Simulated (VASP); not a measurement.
Crystal: BaZrO3.

```xyz
5
Lattice="4.1913 0.0000 0.0000 0.0000 4.1913 0.0000 0.0000 0.0000 4.1913" Properties=species:S:1:pos:R:3 pbc="T T T"
Ba    0.0000    0.0000    0.0000
Zr    2.0957    2.0957    2.0957
O     0.0000    2.0957    2.0957
O     2.0957    0.0000    2.0957
O     2.0957    2.0957    0.0000
```

- Program: VASP 6.6.1
- Task: relaxation of cell and atoms
- Functional: LDA
- Potentials or basis: VASP PAW LDA potentials, release 64 (Ba_sv, Zr_sv, O)
- Cutoff: 600 eV
- k mesh: 6 × 6 × 6
- Occupations: gaussian, width 0.02 eV
- Spin: no spin polarisation

At the start: pressure -4.0 GPa; volume 14.73 Å³/atom.

Q: Where does the relaxation end?

A: Over 3 steps the energy falls by 4.5 meV/atom and the volume is 14.38 Å³/atom (-2.4 %); space group Pm-3m (No. 221, to 0.1 Å) before and after.

The path:
```csv
step,energy change (eV),largest force (eV/Å),pressure (GPa),volume (Å³)
1,0.0000,0.0000,-4.00,73.63
2,0.0125,0.0000,5.49,69.78
3,-0.0224,0.0000,-0.03,71.89
```

Final structure:
```xyz
5
Lattice="4.1580 0.0000 0.0000 0.0000 4.1580 0.0000 0.0000 0.0000 4.1580" Properties=species:S:1:pos:R:3 pbc="T T T"
Ba    0.0000    0.0000    0.0000
Zr    2.0790    2.0790    2.0790
O     0.0000    2.0790    2.0790
O     2.0790    0.0000    2.0790
O     2.0790    2.0790    0.0000
```
